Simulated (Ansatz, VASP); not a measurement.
**Two plane-wave programs on SnO2**

File INCAR:

```
SYSTEM = SnO2
  ALGO = Normal
  EDIFF = 1E-6
  ENCUT = 520
  GGA = CA
  ISIF = 2
  ISMEAR = 0
  LASPH = .TRUE.
  LCHARG = .FALSE.
  LREAL = .FALSE.
  LWAVE = .FALSE.
  NBANDS = 49
  NELM = 80
  PREC = Accurate
  SIGMA = 0.02
```

KPOINTS

```
k-points
0
G
  6 6 4
  0 0 0
```

Contents of POSCAR:

```
SnO2
1.0
    5.9018259557      0.0000000000      0.0000000000
   -2.9509129779      5.1111312063      0.0000000000
    0.0000000000      0.0000000000      6.5693198225
Sn O
3 6
Direct
    0.0000000000      0.5000000000      0.3333333333
    0.5000000000      0.5000000000      0.6666666667
    0.5000000000      0.0000000000      0.0000000000
    0.6067117539      0.8033558769      0.8333333333
    0.8033558769      0.6067117539      0.5000000000
    0.8033558769      0.1966441231      0.1666666667
    0.3932882461      0.1966441231      0.8333333333
    0.1966441231      0.3932882461      0.5000000000
    0.1966441231      0.8033558769      0.1666666667
```

Input for Ansatz:

```yaml
crystal:
  lattice:
    - [5.9018259557, 0.0, 0.0]
    - [-2.9509129779, 5.1111312063, 0.0]
    - [0.0, 0.0, 6.5693198225]
  atoms:
    - { symbol: Sn, position: [0.0, 0.5, 0.3333333333] }
    - { symbol: Sn, position: [0.5, 0.5, 0.6666666667] }
    - { symbol: Sn, position: [0.5, 0.0, 0.0] }
    - { symbol: O, position: [0.6067117539, 0.8033558769, 0.8333333333] }
    - { symbol: O, position: [0.8033558769, 0.6067117539, 0.5] }
    - { symbol: O, position: [0.8033558769, 0.1966441231, 0.1666666667] }
    - { symbol: O, position: [0.3932882461, 0.1966441231, 0.8333333333] }
    - { symbol: O, position: [0.1966441231, 0.3932882461, 0.5] }
    - { symbol: O, position: [0.1966441231, 0.8033558769, 0.1666666667] }
basis:
  ecutwfc: 420
kpoints:
  mp_grid: { grid: [6, 6, 4] }
  band_path: { path: [VBM, CBM], npoints: 2 }
hamiltonian:
  xc: lda
scf:
  occupations: { method: gaussian, width: 0.02 }
output:
  forces: true
  stress: true
  eigenvalues: true
checkpoint:
  read: start.run
  write: ck
  compress: false
  write_wavefunctions: false
  write_every: 100000
```

Alike in both runs: task single point; functional LDA; k mesh 6 × 6 × 4; occupations gaussian, width 0.02 eV; no spin polarisation.

|  | VASP | Ansatz |
| --- | --- | --- |
| version | VASP 6.6.1 | Ansatz 0.2.0 |
| potentials or method | VASP PAW LDA potentials, release 64 (Sn_d, O), cutoff 520 eV | scalar-relativistic, plane waves, PAW |
| valence electrons in the cell | 78 | 78 |

```csv
,VASP,Ansatz,Ansatz less VASP
gap on the k mesh at the Fermi level (eV),2.02,2.02,-0.003
least direct gap on the mesh (eV),2.08,2.07,-0.006
pressure (GPa),0.4,0.0,-0.43
rms of the force components (eV/Å),0.006,0.003,-0.0027
```

LDA's correlation is that of Perdew and Zunger in VASP and of Perdew and Wang (1992) in Ansatz. Atom by atom the forces differ by 0.009 eV/Å (rms over components).
